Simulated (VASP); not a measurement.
# In (P6_3/mmc) in VASP: relaxation of cell and atoms with revPBE

Aim: the relaxation of cell and atoms of In with revPBE.

All numbers are computed with VASP 6.6.1; they aren't measurements. Logs are shortened: lines on timing, memory, paths and dates and some standing lists are left out, and cuts for length are marked.

## (1) The cell of the first run

It takes space group P6_3/mmc (No. 194, hexagonal). Conventional cell: a = 3.331 Å, b = 3.331 Å, c = 10.880 Å, α = 90.00°, β = 90.00°, γ = 120.00°. In (site symmetry -3m) has 12 In at 3.33 Å within 4.4 Å. In (site symmetry -6m2) has 12 In at 3.33 Å within 4.4 Å.

This isn't the form of In at room conditions, which is tetragonal.

## (2) Relaxation of cell and atoms, revPBE

File INCAR:

```
SYSTEM = In
PREC = Accurate
ENCUT = 600
EDIFF = 1E-6
ISMEAR = -1
SIGMA = 0.1
LREAL = .False.
LASPH = .True.
NELM = 80
ALGO = Normal
ISIF = 3
LWAVE = .False.
LCHARG = .False.
GGA = RE
IBRION = 2
NSW = 80
EDIFFG = -0.01
```

File KPOINTS:

```
Automatic mesh
0
Gamma
  11 11 3
  0 0 0
```

File POSCAR:

```
In
1.0
    3.3313943041      0.0000000000      0.0000000000
   -1.6656971520      2.8850720974      0.0000000000
    0.0000000000      0.0000000000     10.8803337972
In
4
Direct
    0.0000000000      0.0000000000      0.0000000000
    0.0000000000      0.0000000000      0.5000000000
    0.3333333333      0.6666666667      0.2500000000
    0.6666666667      0.3333333333      0.7500000000
```

Potentials or basis: VASP PAW PBE potentials, release 64 (In_d).

Command:

```sh
> cat potpaw_PBE.64/In_d/POTCAR > POTCAR
> mpirun -np 1 vasp_std > vasp.out
```

OUTCAR:

```text
SYSTEM = In
   PREC = Accurate
   ENCUT = 600
   EDIFF = 1E-6
   ISMEAR = -1
   LREAL = .False.
   LASPH = .True.
   NELM = 80
   ISIF = 3
   GGA = RE
   IBRION = 2
   NSW = 80
   EDIFFG = -0.01

 ion  position               nearest neighbor table
   1  0.000  0.000  0.000-   3 3.33   4 3.33   3 3.33   4 3.33   4 3.33   3 3.33
   2  0.000  0.000  0.500-   3 3.33   4 3.33   3 3.33   4 3.33   4 3.33   3 3.33
   3  0.333  0.667  0.250-   1 3.33   2 3.33   1 3.33   2 3.33   1 3.33   2 3.33
   4  0.667  0.333  0.750-   1 3.33   2 3.33   1 3.33   2 3.33   1 3.33   2 3.33

  LATTYP: Found a hexagonal cell.
 ALAT       =     3.3313943041
 C/A-ratio  =     3.2660000000

  Lattice vectors:

 A1 = (   3.3313943041,   0.0000000000,   0.0000000000)
 A2 = (  -1.6656971520,   2.8850720974,   0.0000000000)
 A3 = (   0.0000000000,   0.0000000000,  10.8803337972)

Analysis of symmetry for initial positions (statically):
=====================================================================
 Subroutine PRICEL returns:
 Original cell was already a primitive cell.

 Routine SETGRP: Setting up the symmetry group for a
 hexagonal supercell.

 Subroutine GETGRP returns: Found 24 space group operations
 (whereof 12 operations were pure point group operations)
 out of a pool of 24 trial point group operations.

The static configuration has the point symmetry D_3d.
 The point group associated with its full space group is D_6h.

Analysis of symmetry for dynamics (positions and initial velocities):
=====================================================================
 Subroutine PRICEL returns:
 Original cell was already a primitive cell.

 Routine SETGRP: Setting up the symmetry group for a
 hexagonal supercell.

 Subroutine GETGRP returns: Found 24 space group operations
 (whereof 12 operations were pure point group operations)
 out of a pool of 24 trial point group operations.

The dynamic configuration has the point symmetry D_3d.
 The point group associated with its full space group is D_6h.

 Subroutine INISYM returns: Found 24 space group operations
 (whereof 12 operations are pure point group operations),
 and found     1 'primitive' translations

----------------------------------------------------------------------------------------

                                     Primitive cell

  volume of cell :     104.5743

  direct lattice vectors                    reciprocal lattice vectors
     3.331394304  0.000000000  0.000000000     0.300174614  0.173305894  0.000000000
    -1.665697152  2.885072097  0.000000000     0.000000000  0.346611789  0.000000000
     0.000000000  0.000000000 10.880333797     0.000000000  0.000000000  0.091908945

  length of vectors
     3.331394304  3.331394304 10.880333797     0.346611789  0.346611789  0.091908945

  position of ions in fractional coordinates (direct lattice)
     0.000000000  0.000000000  0.000000000
     0.000000000  0.000000000  0.500000000
     0.333333333  0.666666667  0.250000000
     0.666666667  0.333333333  0.750000000

  ion indices of the primitive-cell ions
   primitive index   ion index
                 1           1
                 2           2
                 3           3
                 4           4

----------------------------------------------------------------------------------------

 KPOINTS: Automatic mesh

Automatic generation of k-mesh.
 Grid dimensions read from file:
 generate k-points for:   11   11    3

 Generating k-lattice:

  Cartesian coordinates                     Fractional coordinates (reciprocal lattice)
     0.027288601  0.015755081  0.000000000     0.090909091 -0.000000000  0.000000000
     0.000000000  0.031510163  0.000000000     0.000000000  0.090909091  0.000000000
     0.000000000  0.000000000  0.030636315     0.000000000  0.000000000  0.333333333

  Length of vectors
     0.031510163  0.031510163  0.030636315

  Shift w.r.t. Gamma in fractional coordinates (k-lattice)
     0.000000000  0.000000000  0.000000000

 Subroutine IBZKPT returns following result:
 ===========================================

 Found     32 irreducible k-points:

 Following reciprocal coordinates:
            Coordinates               Weight
  0.000000  0.000000  0.000000      1.000000
  0.090909 -0.000000  0.000000      6.000000
  0.181818  0.000000  0.000000      6.000000
  0.272727  0.000000  0.000000      6.000000
  0.363636  0.000000  0.000000      6.000000
  0.454545  0.000000  0.000000      6.000000
[... 16 lines left out ...]
  0.090909  0.090909  0.333333     12.000000
  0.181818  0.090909  0.333333     24.000000
 [... further k-points ...]
   k-points           NKPTS =     32   k-points in BZ     NKDIM =     32   number of bands    NBANDS=     31
   number of dos      NEDOS =    301   number of ions     NIONS =      4
   total plane-waves  NPLWV =  70560
   dimension x,y,z NGX =    28 NGY =   28 NGZ =   90
   dimension x,y,z NGXF=    56 NGYF=   56 NGZF=  180
   ions per type =               4
   NGX,Y,Z   is equivalent  to a cutoff of  13.97, 13.97, 13.75 a.u.
   NGXF,Y,Z  is equivalent  to a cutoff of  27.95, 27.95, 27.50 a.u.
 SYSTEM =  In
   PREC   = accura    normal or accurate (medium, high low for compatibility)
   ISTART =      0    job   : 0-new  1-cont  2-samecut
   ICHARG =      2    charge: 1-file 2-atom 10-const
   ISPIN  =      1    spin polarized calculation?
   LNONCOLLINEAR =      F non collinear calculations
   LSORBIT =      F    spin-orbit coupling
   LASPH  =      T    aspherical Exc in radial PAW
   ENCUT  =  600.0 eV  44.10 Ry    6.64 a.u.   6.65  6.65 21.73*2*pi/ulx,y,z
   NELM   =     80;   NELMIN=  2; NELMDL= -5     # of ELM steps
   EDIFF  = 0.1E-05   stopping-criterion for ELM
   LREAL  =      F    real-space projection
   EDIFFG = -.1E-01   stopping-criterion for IOM
   NSW    =     80    number of steps for IOM
   IBRION =      2    ionic relax: 0-MD 1-quasi-New 2-CG
   NFREE  =      1    steps in history (QN), initial steepest desc. (CG)
   ISIF   =      3    stress and relaxation
   ISYM   =      2    0-nonsym 1-usesym 2-fastsym
   POTIM  = 0.5000    time-step for ionic-motion
   TEBEG  =    0.0;   TEEND  =   0.0 temperature during run
   PSTRESS=    0.0 pullay stress
   NELECT =      52.0000    total number of electrons
   NUPDOWN=      -1.0000    fix difference up-down
   EMIN   =  10.00;   EMAX   =-10.00  energy-range for DOS
   EFERMI =   0.00;   METHOD = LEGACY
   ISMEAR =    -1;   SIGMA  =   0.10  broadening in eV -4-tet -1-fermi 0-gaus
   EFERMI_NEDOS =   21; number of points for ismear=-14 and -15
   IALGO  =     38    algorithm
   IMIX   =      4    mixing-type and parameters
     AMIX     =   0.40;   BMIX     =  1.00
     AMIX_MAG =   1.60;   BMIX_MAG =  1.00
  volume/ion in A,a.u.               =      26.14       176.43
  Fermi-wavevector in a.u.,A,eV,Ry     =   1.296983  2.450943 22.887245  1.682165
  Thomas-Fermi vector in A             =   2.428405
   LORBIT       =      0    0 simple, 1 ext, 2 COOP (PROOUT), +10 PAW based schemes
   GGA     = RE    functional components
   LHFCALC =     F    Hartree Fock is set to
   AEXX    =    0.0000 exact exchange contribution
   IVDW    =     0    specifies the selected vdW correction
   LEPSILON=     F    determine dielectric tensor
   LRPA    =     F    only Hartree local field effects (RPA)
 conjugate gradient relaxation of ions
 non-spin polarized calculation
  energy-cutoff  :      600.00
  volume of cell :      104.57
 maximum number of plane-waves:      3525
 NGX is ok and might be reduce to    28
   NGX = 13   NGY = 13   NGZ = 43

--------------------------------------- Ionic step        1  -------------------------------------------

 number of electron      51.9999990 magnetization

 Free energy of the ion-electron system (eV)
  ---------------------------------------------------
  ext. energy  EPLUGINS =         0.00000000
  ---------------------------------------------------
  free energy    TOTEN  =        -8.99315384 eV

  energy without entropy =       -8.93610561  energy(sigma->0) =       -8.96462973

 E-fermi :   7.6377     XC(G=0): -10.1887

 val. band max:        7.6350052625   @ k =   0.2727   0.0909   0.0000
 cond. band min:       7.7004055374   @ k =   0.1818   0.1818   0.3333
 fundamental gap:      0.0654002749
 Fermi energy:         7.6376654109

 k-point     1 :       0.0000    0.0000    0.0000
  band No.  band energies     occupation
      1      -7.1162      2.00000
      2      -7.0801      2.00000
      3      -7.0658      2.00000
      4      -7.0482      2.00000
      5      -7.0481      2.00000
      6      -7.0481      2.00000
[... 805 lines left out ...]
     30      12.2634      0.00000
     31      12.8380      0.00000

 [... further k-points ...]

------------------------ aborting loop because EDIFF is reached ----------------------------------------

  FORCE on cell =-STRESS in cart. coord.  units (eV):
  Direction    XX          YY          ZZ          XY          YZ          ZX
  --------------------------------------------------------------------------------------
  -------------------------------------------------------------------------------------
  Total        2.2170541      2.2170541      1.9961112      0.0000000      0.0000000      0.0000000
  in kB       33.9673716     33.9673716     30.5823165      0.0000000      0.0000000      0.0000000
  external PRESSURE =      32.8390199 kB  Pullay stress =       0.0000000 kB

 VOLUME and BASIS-vectors are now :
 -----------------------------------------------------------------------------
  energy-cutoff  :      600.00
  volume of cell :      104.57
      direct lattice vectors                 reciprocal lattice vectors
     3.331394304  0.000000000  0.000000000     0.300174614  0.173305894  0.000000000
    -1.665697152  2.885072097  0.000000000     0.000000000  0.346611789  0.000000000
     0.000000000  0.000000000 10.880333797     0.000000000  0.000000000  0.091908945
[... 191 lines left out ...]
 POSITION                                       TOTAL-FORCE (eV/Angst)
 -----------------------------------------------------------------------------------
      0.00000      0.00000      0.00000         0.000000     -0.000000     -0.000000
     -0.00000      0.00000      5.57900         0.000000     -0.000000     -0.000000
     -0.00000      1.98067      2.78950        -0.000000     -0.000000     -0.000000
      1.71531      0.99034      8.36851        -0.000000      0.000000      0.000000
 -----------------------------------------------------------------------------------
    total drift:                                0.000000     -0.000000      0.000000

  FREE ENERGIE OF THE ION-ELECTRON SYSTEM (eV)
  ---------------------------------------------------
  free  energy   TOTEN  =        -9.0796400120 eV

  energy  without entropy=       -9.0183714058  energy(sigma->0) =       -9.04900571

--------------------------------------- Ionic step        7  -------------------------------------------

 number of electron      52.0000014 magnetization

 Free energy of the ion-electron system (eV)
  ---------------------------------------------------
  ext. energy  EPLUGINS =         0.00000000
  ---------------------------------------------------
  free energy    TOTEN  =        -9.07969732 eV

  energy without entropy =       -9.01852351  energy(sigma->0) =       -9.04911042

 E-fermi :   6.7025     XC(G=0):  -9.7944

 val. band max:        6.6999348789   @ k =   0.3636   0.0000   0.0000
 cond. band min:       6.7125170192   @ k =   0.3636   0.2727   0.0000
 fundamental gap:      0.0125821403
 Fermi energy:         6.7025247802

 k-point     1 :       0.0000    0.0000    0.0000
  band No.  band energies     occupation
      1      -7.9293      2.00000
      2      -7.9066      2.00000
      3      -7.8910      2.00000
      4      -7.8894      2.00000
      5      -7.8894      2.00000
      6      -7.8815      2.00000
[... 805 lines left out ...]
     30      10.9980      0.00000
     31      11.6192      0.00000

 [... further k-points ...]

------------------------ aborting loop because EDIFF is reached ----------------------------------------

  FORCE on cell =-STRESS in cart. coord.  units (eV):
  Direction    XX          YY          ZZ          XY          YZ          ZX
  --------------------------------------------------------------------------------------
  -------------------------------------------------------------------------------------
  Total       -0.0049334     -0.0049334     -0.0138628     -0.0000000     -0.0000000     -0.0000000
  in kB       -0.0695070     -0.0695070     -0.1953127     -0.0000000     -0.0000000     -0.0000000
  external PRESSURE =      -0.1114423 kB  Pullay stress =       0.0000000 kB

 VOLUME and BASIS-vectors are now :
 -----------------------------------------------------------------------------
  energy-cutoff  :      600.00
  volume of cell :      113.72
      direct lattice vectors                 reciprocal lattice vectors
     3.432914938  0.000000000  0.000000000     0.291297634  0.168180768  0.000000000
    -1.716457469  2.972991545  0.000000000    -0.000000000  0.336361535 -0.000000000
    -0.000000000  0.000000000 11.142296177    -0.000000000 -0.000000000  0.089748108

 POSITION                                       TOTAL-FORCE (eV/Angst)
 -----------------------------------------------------------------------------------
      0.00000      0.00000      0.00000         0.000000     -0.000000      0.000000
     -0.00000      0.00000      5.57115         0.000000     -0.000000      0.000000
     -0.00000      1.98199      2.78557        -0.000000     -0.000000     -0.000000
      1.71646      0.99100      8.35672         0.000000      0.000000      0.000000
 -----------------------------------------------------------------------------------
    total drift:                                0.000000     -0.000000      0.000000

  FREE ENERGIE OF THE ION-ELECTRON SYSTEM (eV)
  ---------------------------------------------------
  free  energy   TOTEN  =        -9.0796973223 eV

  energy  without entropy=       -9.0185235105  energy(sigma->0) =       -9.04911042

 reached required accuracy - stopping structural energy minimisation
```

Wall time 8.6 min (1 thread of Intel Xeon 8259CL, shared host); peak memory 0.31 GiB.

Results:

```
Free energy                           : -9.0797 eV
Relaxed volume                        : 28.43 Å³/atom
Relaxed cell                          : a = 3.433 Å, b = 3.433 Å, c = 11.142 Å, α = 90.00°, β = 90.00°, γ = 120.00°
Space group after relaxing (to 0.1 Å) : P6_3/mmc (No. 194)
Energy gained by relaxing             : 21.6 meV/atom
Ionic steps                           : 7
Pressure after relaxing               : 0.0 GPa
Band gap on the k mesh                : zero (bands 26 and 27 overlap by 4.42 eV)
```

The path:
| step | energy change (eV) | largest force (eV/Å) | pressure (GPa) | volume (Å³) |
| --- | --- | --- | --- | --- |
| 1 | 0.0000 | 0.0000 | 3.28 | 104.57 |
| 2 | -0.0858 | 0.0000 | 0.35 | 112.90 |
| 3 | -0.0857 | 0.0000 | -0.23 | 114.62 |
| 4 | -0.0864 | 0.0000 | -0.06 | 113.94 |
| 5 | -0.0864 | 0.0000 | 0.00 | 113.73 |
| 6 | -0.0865 | 0.0000 | -0.01 | 113.73 |
| 7 | -0.0865 | 0.0000 | -0.01 | 113.72 |

Final structure:
```cif
data_structure
_symmetry_space_group_name_H-M 'P 1'
_symmetry_Int_Tables_number 1
_cell_length_a 3.4329
_cell_length_b 3.4329
_cell_length_c 11.1423
_cell_angle_alpha 90.000
_cell_angle_beta 90.000
_cell_angle_gamma 120.000
_cell_volume 113.72
loop_
_atom_site_label
_atom_site_type_symbol
_atom_site_fract_x
_atom_site_fract_y
_atom_site_fract_z
_atom_site_occupancy
In1 In 0.00000 0.00000 0.00000 1
In2 In 0.00000 0.00000 0.50000 1
In3 In 0.33333 0.66667 0.25000 1
In4 In 0.66667 0.33333 0.75000 1
```

Caveat: the PAW data sets were made with another functional, which shifts forces and pressure a little; spin-orbit coupling is left out, which moves the levels of the heavy elements.
